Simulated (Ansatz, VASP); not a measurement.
## Au: VASP beside Ansatz

INCAR

```
ALGO = Normal ; EDIFF = 1E-7
ENCUT = 520 ; GGA = PE
ISIF = 2 ; ISMEAR = -1
LASPH = T ; LCHARG = T
LELF = T ; LREAL = F
LVHAR = T ; LWAVE = F
NBANDS = 12 ; NELM = 80
PREC = Accurate ; SIGMA = 0.1
```

Contents of KPOINTS:

```
k-points
0
Gamma
  17 17 17
```

Contents of POSCAR:

```
Au
1.0
    0.0000000000      1.8970138453      1.8970138453
    1.8970138453      0.0000000000      1.8970138453
    1.8970138453      1.8970138453      0.0000000000
Au
1
Direct
    0.0000000000      0.0000000000      0.0000000000
```

Input for Ansatz:

```yaml
crystal:
  lattice:
    - [0.0, 1.8970138453, 1.8970138453]
    - [1.8970138453, 0.0, 1.8970138453]
    - [1.8970138453, 1.8970138453, 0.0]
  atoms:
    - { symbol: Au, position: [0.0, 0.0, 0.0] }
kpoints:
  mp_grid: { grid: [17, 17, 17] }
scf:
  occupations: { method: fermi_dirac, width: 0.1 }
hamiltonian:
  xc: pbe
  pseudopotentials: { kind: all_electron, lapw: { basis_error: 0.001 } }
output:
  forces: true
  stress: true
  eigenvalues: true
  populations: true
```

Change from the starting cell: volume scaled by 0.76, LAPW.

Alike in both runs: task single point; functional PBE; k mesh 17 × 17 × 17; occupations fermi-dirac, width 0.1 eV; no spin polarisation.

```csv
,VASP,Ansatz
version,VASP 6.6.1,Ansatz 0.2.0
potentials or method,"VASP PAW PBE potentials, release 64 (Au), cutoff 520 eV","all-electron LAPW, scalar-relativistic"
```

|  | VASP | Ansatz | Ansatz less VASP |
| --- | --- | --- | --- |
| pressure (GPa) | 84.3 | 84.7 | +0.37 |

Both programs put the cell under a high pressure, so it lies far from rest at this level. Ansatz ran all-electron here, and VASP with PAW potentials.

Spin-orbit coupling is off throughout. Noted on VASP's run: the cell as given lies far from equilibrium.
